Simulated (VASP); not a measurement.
# SiC (Moissanite 3C) (F-43m) in VASP: settings compared

SiC (Moissanite 3C) is run at these levels: PBE, RPBE, BLYP; tasks: single point.

All numbers are computed with VASP 6.6.1; they aren't measurements. Logs are shortened: lines on timing, memory, paths and dates and some standing lists are left out, and cuts for length are marked.

**Measured values to compare with.**

“Insight into the structural, elastic and electronic properties of a new orthorhombic 6O-SiC polytype”, 2020, pmc:7200658 quotes, for a bulk crystal of SiC: band gap 2.4 eV (indirect).

How close the calculation comes is told below.

## (1) The cell of the first run

It takes space group F-43m (No. 216, cubic). Conventional cell: a = 4.380 Å, b = 4.380 Å, c = 4.380 Å, α = 90.00°, β = 90.00°, γ = 90.00°. Si (site symmetry -43m) has 4 C at 1.90 Å within 2.5 Å. Within 2.5 Å of C (site symmetry -43m) lie 4 Si at 1.90 Å.

## (2) Single point, PBE

Contents of INCAR:

```
SYSTEM = SiC
ALGO = Normal
EDIFF = 1E-6
ENCUT = 600
GGA = PE
GGA_COMPAT = .FALSE.
ISIF = 2
ISMEAR = -1
LASPH = .TRUE.
LCHARG = .FALSE.
LREAL = .FALSE.
LWAVE = .FALSE.
NBANDS = 11
NELM = 120
PREC = Accurate
SIGMA = 0.05
```

Contents of KPOINTS:

```
k-points
0
G
  10 10 10
  0 0 0
```

Contents of POSCAR:

```
SiC
1.0
    0.0000000000      2.1898178744      2.1898178744
    2.1898178744      0.0000000000      2.1898178744
    2.1898178744      2.1898178744      0.0000000000
Si C
1 1
Direct
    0.0000000000      0.0000000000      0.0000000000
    0.7500000000      0.7500000000      0.7500000000
```

Potentials or basis: VASP PAW PBE potentials, release 64 (Si, C).

The run is started by

```console
> cat potpaw_PBE.64/Si/POTCAR potpaw_PBE.64/C/POTCAR > POTCAR
> mpirun -np 1 vasp_std > vasp.out
```

OUTCAR:

```text
SYSTEM = SiC
   EDIFF = 1E-6
   ENCUT = 600
   GGA = PE
   ISIF = 2
   ISMEAR = -1
   LASPH = .TRUE.
   LREAL = .FALSE.
   NELM = 120
   PREC = Accurate

 ion  position               nearest neighbor table
   1  0.000  0.000  0.000-   2 1.90   2 1.90   2 1.90   2 1.90
   2  0.750  0.750  0.750-   1 1.90   1 1.90   1 1.90   1 1.90

  LATTYP: Found a face centered cubic cell.
 ALAT       =     4.3796357488

  Lattice vectors:

 A1 = (   0.0000000000,   2.1898178744,   2.1898178744)
 A2 = (   2.1898178744,   0.0000000000,   2.1898178744)
 A3 = (   2.1898178744,   2.1898178744,   0.0000000000)

Analysis of symmetry for initial positions (statically):
=====================================================================
 Subroutine PRICEL returns:
 Original cell was already a primitive cell.

 Routine SETGRP: Setting up the symmetry group for a
 face centered cubic supercell.

 Subroutine GETGRP returns: Found 24 space group operations
 (whereof 24 operations were pure point group operations)
 out of a pool of 48 trial point group operations.

The static configuration has the point symmetry T_d .

Analysis of symmetry for dynamics (positions and initial velocities):
=====================================================================
 Subroutine PRICEL returns:
 Original cell was already a primitive cell.

 Routine SETGRP: Setting up the symmetry group for a
 face centered cubic supercell.

 Subroutine GETGRP returns: Found 24 space group operations
 (whereof 24 operations were pure point group operations)
 out of a pool of 48 trial point group operations.

The dynamic configuration has the point symmetry T_d .

 Subroutine INISYM returns: Found 24 space group operations
 (whereof 24 operations are pure point group operations),
 and found     1 'primitive' translations

----------------------------------------------------------------------------------------

                                     Primitive cell

  volume of cell :      21.0017

  direct lattice vectors                    reciprocal lattice vectors
     0.000000000  2.189817874  2.189817874    -0.228329491  0.228329491  0.228329491
     2.189817874  0.000000000  2.189817874     0.228329491 -0.228329491  0.228329491
     2.189817874  2.189817874  0.000000000     0.228329491  0.228329491 -0.228329491

  length of vectors
     3.096870137  3.096870137  3.096870137     0.395478279  0.395478279  0.395478279

  position of ions in fractional coordinates (direct lattice)
     0.000000000  0.000000000  0.000000000
     0.750000000  0.750000000  0.750000000

  ion indices of the primitive-cell ions
   primitive index   ion index
                 1           1
                 2           2

----------------------------------------------------------------------------------------

 KPOINTS: k-points

Automatic generation of k-mesh.
 Grid dimensions read from file:
 generate k-points for:   10   10   10

 Generating k-lattice:

  Cartesian coordinates                     Fractional coordinates (reciprocal lattice)
    -0.022832949  0.022832949  0.022832949     0.100000000  0.000000000  0.000000000
     0.022832949 -0.022832949  0.022832949     0.000000000  0.100000000  0.000000000
     0.022832949  0.022832949 -0.022832949     0.000000000  0.000000000  0.100000000

  Length of vectors
     0.039547828  0.039547828  0.039547828

  Shift w.r.t. Gamma in fractional coordinates (k-lattice)
     0.000000000  0.000000000  0.000000000

 Subroutine IBZKPT returns following result:
 ===========================================

 Found     47 irreducible k-points:

 Following reciprocal coordinates:
            Coordinates               Weight
  0.000000  0.000000  0.000000      1.000000
  0.100000  0.000000  0.000000      8.000000
  0.200000  0.000000  0.000000      8.000000
  0.300000  0.000000  0.000000      8.000000
  0.400000  0.000000  0.000000      8.000000
  0.500000  0.000000  0.000000      4.000000
[... 16 lines left out ...]
  0.300000  0.300000  0.000000      6.000000
  0.400000  0.300000  0.000000     24.000000
 [... further k-points ...]
   k-points           NKPTS =     47   k-points in BZ     NKDIM =     47   number of bands    NBANDS=     11
   number of dos      NEDOS =    301   number of ions     NIONS =      2
   total plane-waves  NPLWV =  21952
   dimension x,y,z NGX =    28 NGY =   28 NGZ =   28
   dimension x,y,z NGXF=    56 NGYF=   56 NGZF=   56
   ions per type =               1   1
   NGX,Y,Z   is equivalent  to a cutoff of  15.03, 15.03, 15.03 a.u.
   NGXF,Y,Z  is equivalent  to a cutoff of  30.06, 30.06, 30.06 a.u.
 SYSTEM =  SiC
   PREC   = accura    normal or accurate (medium, high low for compatibility)
   ISTART =      0    job   : 0-new  1-cont  2-samecut
   ICHARG =      2    charge: 1-file 2-atom 10-const
   ISPIN  =      1    spin polarized calculation?
   LNONCOLLINEAR =      F non collinear calculations
   LSORBIT =      F    spin-orbit coupling
   LASPH  =      T    aspherical Exc in radial PAW
   ENCUT  =  600.0 eV  44.10 Ry    6.64 a.u.   6.19  6.19  6.19*2*pi/ulx,y,z
   NELM   =    120;   NELMIN=  2; NELMDL= -5     # of ELM steps
   EDIFF  = 0.1E-05   stopping-criterion for ELM
   LREAL  =      F    real-space projection
   EDIFFG = 0.1E-04   stopping-criterion for IOM
   NSW    =      0    number of steps for IOM
   IBRION =     -1    ionic relax: 0-MD 1-quasi-New 2-CG
   NFREE  =      0    steps in history (QN), initial steepest desc. (CG)
   ISIF   =      2    stress and relaxation
   ISYM   =      2    0-nonsym 1-usesym 2-fastsym
   POTIM  = 0.5000    time-step for ionic-motion
   TEBEG  =    0.0;   TEEND  =   0.0 temperature during run
   PSTRESS=    0.0 pullay stress
   NELECT =       8.0000    total number of electrons
   NUPDOWN=      -1.0000    fix difference up-down
   EMIN   =  10.00;   EMAX   =-10.00  energy-range for DOS
   EFERMI =   0.00;   METHOD = LEGACY
   ISMEAR =    -1;   SIGMA  =   0.05  broadening in eV -4-tet -1-fermi 0-gaus
   EFERMI_NEDOS =   21; number of points for ismear=-14 and -15
   IALGO  =     38    algorithm
   IMIX   =      4    mixing-type and parameters
     AMIX     =   0.40;   BMIX     =  1.00
     AMIX_MAG =   1.60;   BMIX_MAG =  1.00
  volume/ion in A,a.u.               =      10.50        70.86
  Fermi-wavevector in a.u.,A,eV,Ry     =   1.186734  2.242603 19.161606  1.408338
  Thomas-Fermi vector in A             =   2.322901
   LORBIT       =      0    0 simple, 1 ext, 2 COOP (PROOUT), +10 PAW based schemes
   GGA     = PE    functional components
   LHFCALC =     F    Hartree Fock is set to
   AEXX    =    0.0000 exact exchange contribution
   IVDW    =     0    specifies the selected vdW correction
   LEPSILON=     F    determine dielectric tensor
   LRPA    =     F    only Hartree local field effects (RPA)
 non-spin polarized calculation
  energy-cutoff  :      600.00
  volume of cell :       21.00
 maximum number of plane-waves:       725
 NGX is ok and might be reduce to    28
   NGX = 13   NGY = 13   NGZ = 13

 number of electron       8.0000000 magnetization

 Free energy of the ion-electron system (eV)
  ---------------------------------------------------
  ext. energy  EPLUGINS =         0.00000000
  ---------------------------------------------------
  free energy    TOTEN  =       -15.06218961 eV

  energy without entropy =      -15.06218959  energy(sigma->0) =      -15.06218960

 E-fermi :   8.6449     XC(G=0): -11.2914

 val. band max:        7.9403848881   @ k =   0.0000   0.0000   0.0000
 cond. band min:       9.3113630121   @ k =   0.5000   0.5000   0.0000
 fundamental gap:      1.3709781240
 Fermi energy:         8.6448824224

 k-point     1 :       0.0000    0.0000    0.0000
  band No.  band energies     occupation
      1      -7.3466      2.00000
      2       7.9404      2.00000
      3       7.9404      2.00000
      4       7.9404      2.00000
      5      13.9999      0.00000
      6      15.1459      0.00000
      7      15.1459      0.00000
      8      15.1459      0.00000
      9      22.3613      0.00000
     10      22.3613      0.00000
     11      24.1918      0.00000

 k-point     2 :       0.1000    0.0000    0.0000
  band No.  band energies     occupation
      1      -7.1535      2.00000
      2       6.9338      2.00000
      3       7.8071      2.00000
      4       7.8071      2.00000
      5      14.2828      0.00000
      6      15.3870      0.00000
      7      15.3870      0.00000
      8      15.4008      0.00000
      9      21.4273      0.00000
     10      21.4273      0.00000
     11      24.0922      0.00000

 k-point     3 :       0.2000    0.0000    0.0000
  band No.  band energies     occupation
      1      -6.5831      2.00000
      2       4.8286      2.00000
      3       7.5014      2.00000
      4       7.5014      2.00000
      5      14.0129      0.00000
      6      15.7495      0.00000
      7      15.7495      0.00000
      8      16.5857      0.00000
      9      20.7672      0.00000
     10      20.7672      0.00000
     11      23.2159      0.00000

 k-point     4 :       0.3000    0.0000    0.0000
  band No.  band energies     occupation
      1      -5.6713      2.00000
      2       2.5384      2.00000
      3       7.1865      2.00000
      4       7.1866      2.00000
      5      13.6046      0.00000
      6      15.6315      0.00000
      7      15.6315      0.00000
      8      17.5773      0.00000
      9      21.5635      0.00000
     10      21.5635      0.00000
     11      22.9289      0.00000
[... 239 lines left out ...]
 k-point    22 :      -0.2000    0.2000    0.0000
  band No.  band energies     occupation
      1      -5.3651      2.00000
      2       3.1632      2.00000
      3       4.7525      2.00000
      4       7.2933      2.00000
      5      14.4267      0.00000
      6      15.8212      0.00000
      7      16.2224      0.00000
      8      16.9773      0.00000
      9      19.4084      0.00000
     10      23.2156      0.00000
     11      26.9267      0.00000

 k-point    23 :       0.3000    0.3000    0.0000
  band No.  band energies     occupation
      1      -5.1019      2.00000
      2       3.5865      2.00000
      3       5.5995      2.00000
      4       5.5995      2.00000
      5      11.0851      0.00000
      6      13.4968      0.00000
      7      19.3295      0.00000
      8      19.3295      0.00000
      9      20.1805      0.00000
     10      24.9179      0.00000
     11      29.4668      0.00000

 k-point    24 :       0.4000    0.3000    0.0000
  band No.  band energies     occupation
      1      -4.2449      2.00000
      2       2.3770      2.00000
      3       4.8191      2.00000
      4       5.3393      2.00000
      5      10.7993      0.00000
      6      13.5038      0.00000
      7      19.4035      0.00000
      8      19.7321      0.00000
      9      21.5345      0.00000
     10      25.8815      0.00000
     11      28.9688      0.00000

 [... further k-points ...]
[... 5 lines left out ...]
  --------------------------------------------------------------------------------------
  -------------------------------------------------------------------------------------
  Total       -0.0222277     -0.0222277     -0.0222277      0.0000000      0.0000000     -0.0000000
  in kB       -1.6957110     -1.6957110     -1.6957110      0.0000000      0.0000000     -0.0000000
  external PRESSURE =      -1.6957110 kB  Pullay stress =       0.0000000 kB

 VOLUME and BASIS-vectors are now :
 -----------------------------------------------------------------------------
  energy-cutoff  :      600.00
  volume of cell :       21.00
      direct lattice vectors                 reciprocal lattice vectors
     0.000000000  2.189817874  2.189817874    -0.228329491  0.228329491  0.228329491
     2.189817874  0.000000000  2.189817874     0.228329491 -0.228329491  0.228329491
     2.189817874  2.189817874  0.000000000     0.228329491  0.228329491 -0.228329491

 POSITION                                       TOTAL-FORCE (eV/Angst)
 -----------------------------------------------------------------------------------
      0.00000      0.00000      0.00000        -0.000000     -0.000000      0.000000
      3.28473      3.28473      3.28473         0.000000      0.000000     -0.000000
 -----------------------------------------------------------------------------------
    total drift:                                0.000000      0.000000      0.000000

  FREE ENERGIE OF THE ION-ELECTRON SYSTEM (eV)
  ---------------------------------------------------
  free  energy   TOTEN  =       -15.0621896070 eV

  energy  without entropy=      -15.0621895921  energy(sigma->0) =      -15.06218960
```

Wall time 13 s (1 thread of Intel Xeon 6975P-C, shared host); peak memory 0.15 GiB.

What came out:

```yaml
Free_energy: -15.0622 eV
Pressure: -0.2 GPa
Band_gap_on_the_k_mesh: 1.37 eV, indirect (least direct gap 4.53 eV)
```

Levels at points of the mesh, in eV from the valence-band top:
| k point | band 1 | band 2 | band 3 | band 4 | band 5 | band 6 | band 7 | band 8 |
| --- | --- | --- | --- | --- | --- | --- | --- | --- |
| (0.00, 0.00, 0.00) | -15.29 | 0.00 | 0.00 | 0.00 | 6.06 | 7.21 | 7.21 | 7.21 |
| (0.50, 0.00, 0.00) | -11.78 | -8.45 | -1.05 | -1.05 | 5.30 | 7.17 | 7.17 | 9.97 |
| (0.50, 0.50, 0.00) | -10.34 | -7.75 | -3.16 | -3.16 | 1.37 | 4.27 | 13.86 | 13.86 |

(Continued in part 2 of 2.)
